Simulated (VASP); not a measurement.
Input of a VASP 6.6.1 run:

INCAR

```
PREC     = Accurate       # precision mode
ENCUT    = 520            # plane-wave cutoff, eV
EDIFF    = 1E-6           # SCF threshold, eV
ISMEAR   = -1             # smearing method
SIGMA    = 0.1            # smearing width, eV
LREAL    = F              # projectors in reciprocal space
LASPH    = T              # aspherical terms in the spheres
NELM     = 150            # most SCF steps
ALGO     = Normal         # electronic algorithm
ISIF     = 2              # what is computed and relaxed
LWAVE    = F              # write WAVECAR
LCHARG   = F              # write CHGCAR
ISPIN    = 2              # spin polarisation
MAGMOM   = 4              # initial moments
LORBIT   = 11             # projections on sites
LMAXMIX  = 4              # l up to which the mixer works
GGA      = PE             # functional
NBANDS   = 14             # bands
```

The input KPOINTS:

```
regular mesh
0
Gamma
  12 12 12
```

The input POSCAR:

```
Fe
1.0
    0.0000000000      1.7775000000      1.7775000000
    1.7775000000      0.0000000000      1.7775000000
    1.7775000000      1.7775000000      0.0000000000
Fe
1
Direct
    0.0000000000      0.0000000000      0.0000000000
```

Potentials or basis: VASP PAW PBE potentials, release 64 (Fe).

Launch:

```sh
$ cat potpaw_PBE.64/Fe/POTCAR > POTCAR
$ mpirun -np 1 vasp_std > vasp.out
```

Q: Predict the net moment.

A: 1.46 μB per cell.

Q: Predict the site moments.

A: Fe +1.46 μB.

Q: Estimate the pressure.

A: -8.3 GPa.
